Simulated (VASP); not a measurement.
A run of VASP 6.6.1 is set up as follows.

File INCAR:

```
ALGO     = Normal         # electronic algorithm
EDIFF    = 1E-7           # SCF threshold, eV
ENCUT    = 520            # plane-wave cutoff, eV
GGA      = PE             # functional
ISIF     = 2              # what is computed and relaxed
ISMEAR   = 0              # smearing method
IVDW     = 12             # dispersion correction
LASPH    = T              # aspherical terms in the spheres
LCHARG   = T              # write CHGCAR
LELF     = T              # ELF
LREAL    = F              # projectors in reciprocal space
LVHAR    = T            
LWAVE    = F              # write WAVECAR
NBANDS   = 16             # bands
NELM     = 80             # most SCF steps
PREC     = Accurate       # precision mode
SIGMA    = 0.05           # smearing width, eV
```

The input KPOINTS:

```
k-points
0
Gamma
  12 12 4
```

File POSCAR:

```
BN
1.0
    2.4862314947      0.0000000000      0.0000000000
   -1.2431157473      2.1531396341      0.0000000000
    0.0000000000      0.0000000000      5.6464808131
B N
2 2
Direct
    0.3333333333      0.6666666667      0.2500000000
    0.6666666667      0.3333333333      0.7500000000
    0.3333333333      0.6666666667      0.7500000000
    0.6666666667      0.3333333333      0.2500000000
```

Potentials or basis: VASP PAW PBE potentials, release 64 (B, N).

The run is started by

```console
$ cat potpaw_PBE.64/B/POTCAR potpaw_PBE.64/N/POTCAR > POTCAR
$ mpirun -np 1 vasp_std > vasp.out
```

**Question.** What does it give for the dispersion energy per atom?

**Answer.** -0.173 eV.

**Question.** What does it give for the band gap on the k mesh?

**Answer.** 4.07 eV (least direct gap 4.33 eV).

Stress tensor (GPa, compression positive):
```
11.01  0.00  0.00
 0.00 11.01  0.00
 0.00  0.00 10.61
```

Caveat: the cell stands under pressure. A k mesh can miss the band edges.
